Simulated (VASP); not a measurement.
A run of VASP 6.6.1 is set up as follows.

INCAR

```
SYSTEM = SnW3
ALGO = Normal ; EDIFF = 1E-6
ENCUT = 500 ; GGA = PE
GGA_COMPAT = .FALSE. ; ISIF = 2
ISMEAR = 0 ; LASPH = .TRUE.
LCHARG = .FALSE. ; LREAL = .FALSE.
LWAVE = .FALSE. ; NBANDS = 36
NELM = 120 ; PREC = Accurate
SIGMA = 0.1
```

The input KPOINTS:

```
k-points
0
G
  4 4 4
  0 0 0
```

The input POSCAR:

```
SnW3
1.0
    4.0896440284      0.0000000000      0.0000000000
    0.0000000000      4.0896440284      0.0000000000
    0.0000000000      0.0000000000      4.0896440284
Sn W
1 3
Direct
    0.0000000000      0.0000000000      0.0000000000
    0.0000000000      0.5000000000      0.5000000000
    0.5000000000      0.0000000000      0.5000000000
    0.5000000000      0.5000000000      0.0000000000
```

Potentials or basis: VASP PAW PBE potentials, release 64 (Sn_d, W_sv).

Run with:

```sh
$ cat potpaw_PBE.64/Sn_d/POTCAR potpaw_PBE.64/W_sv/POTCAR > POTCAR
$ mpirun -np 1 vasp_std > vasp.out
```

(1) What does it give for the band gap on the k mesh?

(2) Estimate the pressure.

Answers

(1) zero (bands 28 and 29 overlap by 1.22 eV).

(2) 0.2 GPa.

Caveat: the k points lie up to 0.38 Å⁻¹ apart, too coarse for converged energies and pressures of a metal; spin-orbit coupling is left out, which moves the levels of the heavy elements.
